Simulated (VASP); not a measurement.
A run of VASP 6.6.1:

POSCAR

```
C
1.0
    0.0000000000      1.7835000000      1.7835000000
    1.7835000000      0.0000000000      1.7835000000
    1.7835000000      1.7835000000      0.0000000000
C
2
Direct
    0.0000000000      0.0000000000      0.0000000000
    0.2500000000      0.2500000000      0.2500000000
```

The input INCAR.step1:

```
PREC = Accurate ; ENCUT = 500
EDIFF = 1E-8 ; ISMEAR = 0
SIGMA = 0.01 ; LREAL = False
LASPH = True ; NELM = 60
ALGO = Normal ; LWAVE = True
LCHARG = False ; GGA = PE
```

File INCAR.step2:

```
PREC = Accurate ; ENCUT = 500
EDIFF = 1E-8 ; ISMEAR = 0
SIGMA = 0.01 ; LREAL = False
LASPH = True ; NELM = 1
ALGO = Exact ; LWAVE = True
LCHARG = False ; GGA = PE
NBANDS = 290 ; LOPTICS = True
ISTART = 1
```

The input INCAR.step3:

```
PREC = Accurate ; ENCUT = 500
EDIFF = 1E-8 ; ISMEAR = 0
SIGMA = 0.01 ; LREAL = False
LASPH = True ; ALGO = EVGW0
LWAVE = False ; LCHARG = False
GGA = PE ; NELMGW = 1
NBANDS = 290 ; ENCUTGW = 200
NOMEGA = 48 ; PRECFOCK = Fast
ISTART = 1 ; NBANDSGW = 12
```

The input KPOINTS:

```
regular mesh
0
Gamma
  2 2 2
```

Potentials or basis: VASP PAW PBE potentials, release 64 (C_GW).

Run with:

```sh
$ cat potpaw_PBE.64/C_GW/POTCAR > POTCAR
$ cp INCAR.step1 INCAR
$ mpirun -np 1 vasp_std > vasp.out
$ cp INCAR.step2 INCAR
$ mpirun -np 1 vasp_std > vasp.out
$ cp INCAR.step3 INCAR
$ mpirun -np 1 vasp_std > vasp.out
```

Hardware: 1 thread of Intel(R) Xeon(R) Platinum 8175M CPU @ 2.50GHz (Skylake/Cascade Lake) (shared host).

Problem. Estimate the wall time of this run.

Solution. It took 7.6 s on 1 thread of Intel(R) Xeon(R) Platinum 8175M CPU @ 2.50GHz (Skylake/Cascade Lake) (shared host), peak memory 0.12 GiB. Counts: k points 3.
